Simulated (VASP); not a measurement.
# Ti5C in VASP: a series of runs

Ti5C is run at these levels: PBE; tasks: single point.

Everything below comes from runs of VASP 6.6.1. Logs are shortened: lines on timing, memory, paths and dates and some standing lists are left out, and cuts for length are marked.

## (1) The cell of the first run

The typed cell holds 6 atoms: a = 4.910 Å, b = 4.910 Å, c = 5.159 Å, α = 90.00°, β = 90.00°, γ = 120.00°.

The cell was built from a structure type or drawn by symmetry, and may not be a known phase.

## (2) Single point, PBE

Input file INCAR:

```
PREC = Accurate
ENCUT = 520
EDIFF = 1E-6
ISMEAR = 0
SIGMA = 0.1
LREAL = False
LASPH = True
NELM = 60
ALGO = Normal
ISIF = 2
LWAVE = False
LCHARG = False
GGA = PE
NBANDS = 41
```

Input file KPOINTS:

```
regular mesh
0
Gamma
  6 6 4
```

Input file POSCAR:

```
Ti5C
1.0
    4.9101402689      0.0000000000      0.0000000000
   -2.4550701345      4.2523062090      0.0000000000
    0.0000000000      0.0000000000      5.1592083374
Ti C
5 1
Direct
    0.3333333333      0.6666666667      0.2416380048
    0.6666666667      0.3333333333      0.2416380048
    0.5000000000      0.0000000000      0.7415849951
    0.0000000000      0.5000000000      0.7415849951
    0.5000000000      0.5000000000      0.7415849951
    0.0000000000      0.0000000000      0.7414587452
```

Potentials or basis: VASP PAW PBE potentials, release 64 (Ti_sv, C).

Run with:

```console
cat potpaw_PBE.64/Ti_sv/POTCAR potpaw_PBE.64/C/POTCAR > POTCAR
mpirun -np 1 vasp_std > vasp.out
```

OUTCAR:

```text
PREC = Accurate
   ENCUT = 520
   EDIFF = 1E-6
   ISMEAR = 0
   LREAL = False
   LASPH = True
   NELM = 60
   ISIF = 2
   GGA = PE

 ion  position               nearest neighbor table
   1  0.333  0.667  0.242-   2 2.83   2 2.83   2 2.83
   2  0.667  0.333  0.242-   1 2.83   1 2.83   1 2.83
   3  0.500  0.000  0.742-   4 2.46   4 2.46   5 2.46   5 2.46   6 2.46   6 2.46
   4  0.000  0.500  0.742-   3 2.46   3 2.46   5 2.46   5 2.46   6 2.46   6 2.46
   5  0.500  0.500  0.742-   4 2.46   4 2.46   3 2.46   3 2.46   6 2.46   6 2.46
   6  0.000  0.000  0.741-   5 2.46   5 2.46   3 2.46   3 2.46   4 2.46   4 2.46

  LATTYP: Found a hexagonal cell.
 ALAT       =     4.9101402689
 C/A-ratio  =     1.0507252451

  Lattice vectors:

 A1 = (   4.9101402689,   0.0000000000,   0.0000000000)
 A2 = (  -2.4550701345,   4.2523062090,   0.0000000000)
 A3 = (   0.0000000000,   0.0000000000,   5.1592083374)

Analysis of symmetry for initial positions (statically):
=====================================================================
 Subroutine PRICEL returns:
 Original cell was already a primitive cell.

 Routine SETGRP: Setting up the symmetry group for a
 hexagonal supercell.

 Subroutine GETGRP returns: Found 12 space group operations
 (whereof 12 operations were pure point group operations)
 out of a pool of 24 trial point group operations.

The static configuration has the point symmetry C_6v.

Analysis of symmetry for dynamics (positions and initial velocities):
=====================================================================
 Subroutine PRICEL returns:
 Original cell was already a primitive cell.

 Routine SETGRP: Setting up the symmetry group for a
 hexagonal supercell.

 Subroutine GETGRP returns: Found 12 space group operations
 (whereof 12 operations were pure point group operations)
 out of a pool of 24 trial point group operations.

The dynamic configuration has the point symmetry C_6v.

 Subroutine INISYM returns: Found 12 space group operations
 (whereof 12 operations are pure point group operations),
 and found     1 'primitive' translations

----------------------------------------------------------------------------------------

                                     Primitive cell

  volume of cell :     107.7213

  direct lattice vectors                    reciprocal lattice vectors
     4.910140269  0.000000000  0.000000000     0.203660170  0.117583254  0.000000000
    -2.455070135  4.252306209  0.000000000     0.000000000  0.235166508  0.000000000
     0.000000000  0.000000000  5.159208337     0.000000000  0.000000000  0.193828187

  length of vectors
     4.910140269  4.910140269  5.159208337     0.235166508  0.235166508  0.193828187

  position of ions in fractional coordinates (direct lattice)
     0.333333333  0.666666667  0.241638005
     0.666666667  0.333333333  0.241638005
     0.500000000  0.000000000  0.741584995
     0.000000000  0.500000000  0.741584995
     0.500000000  0.500000000  0.741584995
     0.000000000  0.000000000  0.741458745

  ion indices of the primitive-cell ions
   primitive index   ion index
                 1           1
                 2           2
                 3           3
                 4           4
                 5           5
                 6           6

----------------------------------------------------------------------------------------

 KPOINTS: regular mesh

Automatic generation of k-mesh.
 Grid dimensions read from file:
 generate k-points for:    6    6    4

 Generating k-lattice:

  Cartesian coordinates                     Fractional coordinates (reciprocal lattice)
     0.033943362  0.019597209  0.000000000     0.166666667  0.000000000  0.000000000
     0.000000000  0.039194418  0.000000000     0.000000000  0.166666667  0.000000000
     0.000000000  0.000000000  0.048457047     0.000000000  0.000000000  0.250000000

  Length of vectors
     0.039194418  0.039194418  0.048457047

  Shift w.r.t. Gamma in fractional coordinates (k-lattice)
     0.000000000  0.000000000  0.000000000

 Subroutine IBZKPT returns following result:
 ===========================================

 Found     21 irreducible k-points:

 Following reciprocal coordinates:
            Coordinates               Weight
  0.000000  0.000000  0.000000      1.000000
  0.166667 -0.000000  0.000000      6.000000
  0.333333  0.000000  0.000000      6.000000
  0.500000  0.000000  0.000000      3.000000
  0.166667  0.166667  0.000000      6.000000
  0.333333  0.166667  0.000000     12.000000
[... 13 lines left out ...]
  0.333333  0.166667  0.500000     12.000000
  0.333333  0.333333  0.500000      2.000000
   k-points           NKPTS =     21   k-points in BZ     NKDIM =     21   number of bands    NBANDS=     41
   number of dos      NEDOS =    301   number of ions     NIONS =      6
   total plane-waves  NPLWV =  64000
   dimension x,y,z NGX =    40 NGY =   40 NGZ =   40
   dimension x,y,z NGXF=    80 NGYF=   80 NGZF=   80
   ions per type =               5   1
   NGX,Y,Z   is equivalent  to a cutoff of  13.54, 13.54, 12.89 a.u.
   NGXF,Y,Z  is equivalent  to a cutoff of  27.09, 27.09, 25.78 a.u.
 SYSTEM =  unknown system
   PREC   = accura    normal or accurate (medium, high low for compatibility)
   ISTART =      0    job   : 0-new  1-cont  2-samecut
   ICHARG =      2    charge: 1-file 2-atom 10-const
   ISPIN  =      1    spin polarized calculation?
   LNONCOLLINEAR =      F non collinear calculations
   LSORBIT =      F    spin-orbit coupling
   LASPH  =      T    aspherical Exc in radial PAW
   ENCUT  =  520.0 eV  38.22 Ry    6.18 a.u.   9.13  9.13  9.59*2*pi/ulx,y,z
   NELM   =     60;   NELMIN=  2; NELMDL= -5     # of ELM steps
   EDIFF  = 0.1E-05   stopping-criterion for ELM
   LREAL  =      F    real-space projection
   EDIFFG = 0.1E-04   stopping-criterion for IOM
   NSW    =      0    number of steps for IOM
   IBRION =     -1    ionic relax: 0-MD 1-quasi-New 2-CG
   NFREE  =      0    steps in history (QN), initial steepest desc. (CG)
   ISIF   =      2    stress and relaxation
   ISYM   =      2    0-nonsym 1-usesym 2-fastsym
   POTIM  = 0.5000    time-step for ionic-motion
   TEBEG  =    0.0;   TEEND  =   0.0 temperature during run
   PSTRESS=    0.0 pullay stress
   NELECT =      64.0000    total number of electrons
   NUPDOWN=      -1.0000    fix difference up-down
   EMIN   =  10.00;   EMAX   =-10.00  energy-range for DOS
   EFERMI =   0.00;   METHOD = LEGACY
   ISMEAR =     0;   SIGMA  =   0.10  broadening in eV -4-tet -1-fermi 0-gaus
   EFERMI_NEDOS =   21; number of points for ismear=-14 and -15
   IALGO  =     38    algorithm
   IMIX   =      4    mixing-type and parameters
     AMIX     =   0.40;   BMIX     =  1.00
     AMIX_MAG =   1.60;   BMIX_MAG =  1.00
  volume/ion in A,a.u.               =      17.95       121.16
  Fermi-wavevector in a.u.,A,eV,Ry     =   1.376262  2.600757 25.770740  1.894096
  Thomas-Fermi vector in A             =   2.501522
   LORBIT       =      0    0 simple, 1 ext, 2 COOP (PROOUT), +10 PAW based schemes
   GGA     = PE    functional components
   LHFCALC =     F    Hartree Fock is set to
   AEXX    =    0.0000 exact exchange contribution
   IVDW    =     0    specifies the selected vdW correction
   LEPSILON=     F    determine dielectric tensor
   LRPA    =     F    only Hartree local field effects (RPA)
 non-spin polarized calculation
 Gauss-broadening in eV      SIGMA  =   0.10
  energy-cutoff  :      520.00
  volume of cell :      107.72
 maximum number of plane-waves:      2922
 NGX is ok and might be reduce to    40
   NGX = 19   NGY = 19   NGZ = 19

 number of electron      63.9999993 magnetization

 Free energy of the ion-electron system (eV)
  ---------------------------------------------------
  ext. energy  EPLUGINS =         0.00000000
  ---------------------------------------------------
  free energy    TOTEN  =       -42.20167233 eV

  energy without entropy =      -42.12511382  energy(sigma->0) =      -42.16339307

 E-fermi :   6.2904     XC(G=0): -10.6478

 val. band max:        6.2781652045   @ k =   0.1667   0.1667   0.0000
 cond. band min:       6.2982576378   @ k =   0.3333   0.3333   0.5000
 fundamental gap:      0.0200924333
 Fermi energy:         6.2904263188

 k-point     1 :       0.0000    0.0000    0.0000
  band No.  band energies     occupation
      1     -50.4436      2.00000
      2     -50.3589      2.00000
      3     -49.9877      2.00000
      4     -49.6079      2.00000
      5     -49.6079      2.00000
      6     -27.3145      2.00000
[... 33 lines left out ...]
     40       9.0249      0.00000
     41       9.0748      0.00000

 k-point     2 :       0.1667   -0.0000    0.0000
  band No.  band energies     occupation
      1     -50.4385      2.00000
      2     -50.3638      2.00000
      3     -49.9662      2.00000
      4     -49.6313      2.00000
      5     -49.6080      2.00000
      6     -27.2203      2.00000
[... 33 lines left out ...]
     40       8.5599      0.00000
     41       9.0153      0.00000

 k-point     3 :       0.3333    0.0000    0.0000
  band No.  band energies     occupation
      1     -50.4254      2.00000
      2     -50.3766      2.00000
      3     -49.9101      2.00000
      4     -49.6912      2.00000
      5     -49.6084      2.00000
      6     -27.0051      2.00000
[... 33 lines left out ...]
     40       7.9714      0.00000
     41       8.8347      0.00000

 k-point     4 :       0.5000    0.0000    0.0000
  band No.  band energies     occupation
      1     -50.4150      2.00000
      2     -50.3868      2.00000
      3     -49.8645      2.00000
      4     -49.7387      2.00000
      5     -49.6086      2.00000
      6     -26.8927      2.00000
[... 693 lines left out ...]
     40       8.6019      0.00000
     41       8.6186      0.00000

 k-point    20 :       0.3333    0.1667    0.5000
  band No.  band energies     occupation
      1     -50.4128      2.00000
      2     -50.3859      2.00000
      3     -49.8671      2.00000
      4     -49.7395      2.00000
      5     -49.6087      2.00000
      6     -26.9006      2.00000
[... 33 lines left out ...]
     40       8.6347      0.00000
     41       9.0031      0.00000

 k-point    21 :       0.3333    0.3333    0.5000
  band No.  band energies     occupation
      1     -50.3993      2.00000
      2     -50.3993      2.00000
      3     -49.8036      2.00000
      4     -49.8036      2.00000
      5     -49.6089      2.00000
      6     -26.8746      2.00000
[... 33 lines left out ...]
     40       8.7097      0.00000
     41       9.0390      0.00000

------------------------ aborting loop because EDIFF is reached ----------------------------------------

  FORCE on cell =-STRESS in cart. coord.  units (eV):
  Direction    XX          YY          ZZ          XY          YZ          ZX
  --------------------------------------------------------------------------------------
  -------------------------------------------------------------------------------------
  Total       -0.0042996     -0.0042996     -0.2185267      0.0000000     -0.0000000      0.0000000
  in kB       -0.0639497     -0.0639497     -3.2502269      0.0000000     -0.0000000      0.0000000
  external PRESSURE =      -1.1260421 kB  Pullay stress =       0.0000000 kB

 VOLUME and BASIS-vectors are now :
 -----------------------------------------------------------------------------
  energy-cutoff  :      520.00
  volume of cell :      107.72
      direct lattice vectors                 reciprocal lattice vectors
     4.910140269  0.000000000  0.000000000     0.203660170  0.117583254  0.000000000
    -2.455070135  4.252306209  0.000000000     0.000000000  0.235166508  0.000000000
     0.000000000  0.000000000  5.159208337     0.000000000  0.000000000  0.193828187

 POSITION                                       TOTAL-FORCE (eV/Angst)
 -----------------------------------------------------------------------------------
     -0.00000      2.83487      1.24666        -0.000000      0.000000     -0.000464
      2.45507      1.41744      1.24666         0.000000     -0.000000     -0.000464
      2.45507      0.00000      3.82599         0.000000     -0.000000     -0.000317
     -1.22754      2.12615      3.82599         0.000000      0.000000     -0.000317
      1.22754      2.12615      3.82599         0.000000      0.000000     -0.000317
      0.00000      0.00000      3.82534         0.000000     -0.000000      0.001880
 -----------------------------------------------------------------------------------
    total drift:                                0.000000      0.000000     -0.001019

  FREE ENERGIE OF THE ION-ELECTRON SYSTEM (eV)
  ---------------------------------------------------
  free  energy   TOTEN  =       -42.2016723266 eV

  energy  without entropy=      -42.1251138205  energy(sigma->0) =      -42.16339307
```

It took 85 s on 1 thread of AMD EPYC 9R45 (Zen 5), shared host; peak memory 0.23 GiB.

Results:

```yaml
Free_energy: -42.2017 eV
Pressure: -0.1 GPa
Band_gap_on_the_k_mesh: zero (bands 32 and 33 overlap by 0.35 eV)
```

Stress tensor (GPa, compression positive):
```
-0.01  0.00  0.00
 0.00 -0.01  0.00
 0.00  0.00 -0.33
```

Levels at points of the mesh, in eV from the Fermi level:
```
           k point  band 29  band 30  band 31  band 32  band 33  band 34  band 35  band 36
(0.00, 0.00, 0.00)    -0.91    -0.32    -0.32    -0.05    -0.05     0.24     0.28     0.28
(0.50, 0.00, 0.00)    -0.49    -0.26    -0.25     0.02     0.28     0.30     1.06     1.15
(0.00, 0.00, 0.50)    -0.55    -0.54    -0.54    -0.24    -0.24     0.16     0.56     0.56
(0.50, 0.00, 0.50)    -0.50    -0.28    -0.18    -0.13     0.03     0.40     0.81     0.82
```

## (3) Single point, PBE, collinear spin

Input file INCAR:

```
PREC     = Accurate       # precision mode
ENCUT    = 520            # plane-wave cutoff, eV
EDIFF    = 1E-6           # SCF threshold, eV
ISMEAR   = 0              # smearing method
SIGMA    = 0.1            # smearing width, eV
LREAL    = F              # projectors in reciprocal space
LASPH    = T              # aspherical terms in the spheres
NELM     = 150            # most SCF steps
ALGO     = Normal         # electronic algorithm
ISIF     = 2              # what is computed and relaxed
LWAVE    = F              # write WAVECAR
LCHARG   = F              # write CHGCAR
ISPIN    = 2              # spin polarisation
MAGMOM   = 1 1 1 1 1 0    # initial moments
LORBIT   = 11             # projections on sites
LMAXMIX  = 4              # l up to which the mixer works
GGA      = PE             # functional
NBANDS   = 45             # bands
```

Input file KPOINTS:

```
Automatic mesh
0
Gamma
  6 6 4
```

Input file POSCAR:

```
Ti5C
1.0
    4.9101402689      0.0000000000      0.0000000000
   -2.4550701345      4.2523062090      0.0000000000
    0.0000000000      0.0000000000      5.1592083374
Ti C
5 1
Direct
    0.3333333333      0.6666666667      0.0000000000
    0.6666666667      0.3333333333      0.0000000000
    0.5000000000      0.0000000000      0.5000000000
    0.0000000000      0.5000000000      0.5000000000
    0.5000000000      0.5000000000      0.5000000000
    0.0000000000      0.0000000000      0.5000000000
```

Potentials or basis: VASP PAW PBE potentials, release 64 (Ti_sv, C).

Run with:

```console
cat potpaw_PBE.64/Ti_sv/POTCAR potpaw_PBE.64/C/POTCAR > POTCAR
mpirun -np 1 vasp_std > vasp.out
```

OUTCAR:

```text
PREC = Accurate
   ENCUT = 520
   EDIFF = 1E-6
   ISMEAR = 0
   LREAL = F
   LASPH = T
   NELM = 150
   ISIF = 2
   ISPIN = 2
   LORBIT = 11
   GGA = PE

 ion  position               nearest neighbor table
   1  0.333  0.667  0.000-   2 2.83   2 2.83   2 2.83
   2  0.667  0.333  0.000-   1 2.83   1 2.83   1 2.83
   3  0.500  0.000  0.500-   4 2.46   4 2.46   6 2.46   6 2.46   5 2.46   5 2.46
   4  0.000  0.500  0.500-   3 2.46   3 2.46   5 2.46   5 2.46   6 2.46   6 2.46
   5  0.500  0.500  0.500-   6 2.46   6 2.46   4 2.46   4 2.46   3 2.46   3 2.46
   6  0.000  0.000  0.500-   5 2.46   5 2.46   3 2.46   3 2.46   4 2.46   4 2.46

[... 2211 lines left out ...]
     -0.00000      2.83487      0.00000        -0.000000      0.000000      0.000000
      2.45507      1.41744      0.00000        -0.000000     -0.000000      0.000000
      2.45507      0.00000      2.57960         0.000000      0.000000      0.000000
     -1.22754      2.12615      2.57960         0.000000      0.000000      0.000000
      1.22754      2.12615      2.57960         0.000000      0.000000      0.000000
      0.00000      0.00000      2.57960         0.000000      0.000000      0.000000
 -----------------------------------------------------------------------------------
    total drift:                               -0.000000     -0.000000     -0.000000

  FREE ENERGIE OF THE ION-ELECTRON SYSTEM (eV)
  ---------------------------------------------------
  free  energy   TOTEN  =       -42.4589777117 eV

  energy  without entropy=      -42.4117091148  energy(sigma->0) =      -42.43534341

 total charge

# of ion       s       p       d       tot
------------------------------------------
    1        2.242   6.072   1.916  10.230
    2        2.242   6.072   1.916  10.230
    3        2.264   6.114   2.124  10.502
    4        2.264   6.114   2.124  10.502
    5        2.264   6.114   2.124  10.502
    6        0.896   1.250   0.000   2.146
--------------------------------------------------
tot         12.173  31.735  10.204  54.113

 magnetization (x)

# of ion       s       p       d       tot
------------------------------------------
    1        0.030   0.062   1.137   1.229
    2        0.030   0.062   1.137   1.229
    3        0.003   0.029   0.329   0.361
    4        0.003   0.029   0.329   0.361
    5        0.003   0.029   0.329   0.361
    6       -0.000  -0.042   0.000  -0.042
--------------------------------------------------
tot          0.069   0.168   3.262   3.500
```

OSZICAR:

```text
N       E                     dE             d eps       ncg     rms          rms(c)
DAV:   1     0.889708768127E+03    0.88971E+03   -0.31990E+04  3868   0.170E+03
DAV:   2     0.719912824675E+02   -0.81772E+03   -0.79309E+03  3790   0.540E+02
DAV:   3    -0.344147804027E+02   -0.10641E+03   -0.10158E+03  6179   0.171E+02
[... 14 lines left out ...]
DAV:  18    -0.424588813936E+02   -0.13519E-03   -0.27838E-04  5367   0.695E-02    0.452E-02
DAV:  19    -0.424589400828E+02   -0.58689E-04   -0.17954E-04  5169   0.574E-02    0.298E-02
DAV:  20    -0.424589638185E+02   -0.23736E-04   -0.17645E-04  5270   0.624E-02    0.217E-02
DAV:  21    -0.424589706193E+02   -0.68007E-05   -0.15916E-05  4990   0.218E-02    0.140E-02
DAV:  22    -0.424589774424E+02   -0.68232E-05   -0.15757E-05  4841   0.169E-02    0.501E-03
DAV:  23    -0.424589777117E+02   -0.26933E-06   -0.28312E-06  3851   0.828E-03
   1 F= -.42458978E+02 E0= -.42435343E+02  d E =-.472686E-01  mag=     4.7782
```

stdout:

```text
POSCAR found type information on POSCAR TiC
 POSCAR found :  2 types and       6 ions
 scaLAPACK will be used
 LDA part: xc-table for (Slater+PW92), standard interpolation
 POSCAR, INCAR and KPOINTS ok, starting setup
 FFT: planning ... GRIDC
 FFT: planning ... GRID_SOFT
 FFT: planning ... GRID
 WAVECAR not read
 entering main loop
```

Wall time 4.4 min (1 thread of AMD EPYC 9R45 (Zen 5), shared host); peak memory 0.33 GiB.

What came out:

| Item | Value |
| --- | --- |
| Free energy | -42.4590 eV |
| Pressure | 1.3 GPa |
| Net moment | 4.78 μB per cell |
| Site moments | Ti +1.23, +0.36 (each value once); C -0.04 μB |
| Valence electrons inside the program's atomic spheres | Ti 10.23, 10.50 (each value once); C 2.15 |

Levels at points of the mesh, in eV from the Fermi level:
Spin up:
```csv
k point,band 31,band 32,band 33,band 34,band 35,band 36,band 37,band 38
"(0.00, 0.00, 0.00)",-0.65,-0.57,-0.57,-0.22,-0.07,-0.07,0.31,0.65
"(0.50, 0.00, 0.00)",-0.79,-0.23,-0.14,-0.12,0.74,0.76,0.84,0.91
"(0.00, 0.00, 0.50)",-0.86,-0.60,-0.60,-0.32,-0.12,-0.12,1.24,1.37
"(0.50, 0.00, 0.50)",-0.65,-0.62,-0.59,0.04,0.48,0.57,0.68,1.44
```
Spin down:
| k point | band 27 | band 28 | band 29 | band 30 | band 31 | band 32 | band 33 | band 34 |
| --- | --- | --- | --- | --- | --- | --- | --- | --- |
| (0.00, 0.00, 0.00) | -1.07 | -0.69 | -0.69 | -0.20 | -0.20 | 0.65 | 0.65 | 0.80 |
| (0.50, 0.00, 0.00) | -0.90 | -0.77 | -0.13 | 0.15 | 0.44 | 0.51 | 0.65 | 0.67 |
| (0.00, 0.00, 0.50) | -0.96 | -0.96 | -0.38 | -0.31 | -0.31 | 0.10 | 0.10 | 0.90 |
| (0.50, 0.00, 0.50) | -1.56 | -0.67 | -0.17 | -0.05 | 0.61 | 0.62 | 0.63 | 0.71 |
